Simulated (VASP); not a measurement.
Write the native input for VASP 6.6.1 that does the following.

```
Task                   : single point
Functional             : PBEsol
Potentials or basis    : VASP PAW PBE potentials, release 64 (Al, As)
Cutoff                 : 500 eV
k mesh                 : 8 × 8 × 8
Occupations            : gaussian, width 0.02 eV
Spin                   : no spin polarisation
Dipole correction      : no
Further INCAR settings : ALGO = Normal; EDIFF = 1e-06; NBANDS = 11
```

The structure of AlAs (m) lies in POSCAR:

```
AlAs
1.0
    0.0000000000      2.8374040830      2.8374040830
    2.8374040830      0.0000000000      2.8374040830
    2.8374040830      2.8374040830      0.0000000000
Al As
1 1
Direct
    0.0000000000      0.0000000000      0.0000000000
    0.2500000000      0.2500000000      0.2500000000
```

One way to write it, as run:

INCAR

```
SYSTEM = AlAs
ALGO = Normal
EDIFF = 1E-6
ENCUT = 500
GGA = PS
GGA_COMPAT = .False.
ISIF = 2
ISMEAR = 0
LASPH = .True.
LCHARG = .False.
LREAL = .False.
LWAVE = .False.
NBANDS = 11
NELM = 120
PREC = Accurate
SIGMA = 0.02
```

KPOINTS

```
k-points
0
Gamma
  8 8 8
  0 0 0
```

Potentials or basis: VASP PAW PBE potentials, release 64 (Al, As).

Launch:

```bash
$ cat potpaw_PBE.64/Al/POTCAR potpaw_PBE.64/As/POTCAR > POTCAR
$ mpirun -np 1 vasp_std > vasp.out
```

It gave:

| Quantity | Value |
| --- | --- |
| Pressure | 0.3 GPa |
| Band gap on the k mesh | 1.33 eV, indirect (least direct gap 1.92 eV) |

Caveat: the PAW data sets were made with another functional, which shifts forces and pressure a little.

It took 22 s on 1 thread of Intel Xeon 8259CL (shared host), peak memory 0.17 GiB.
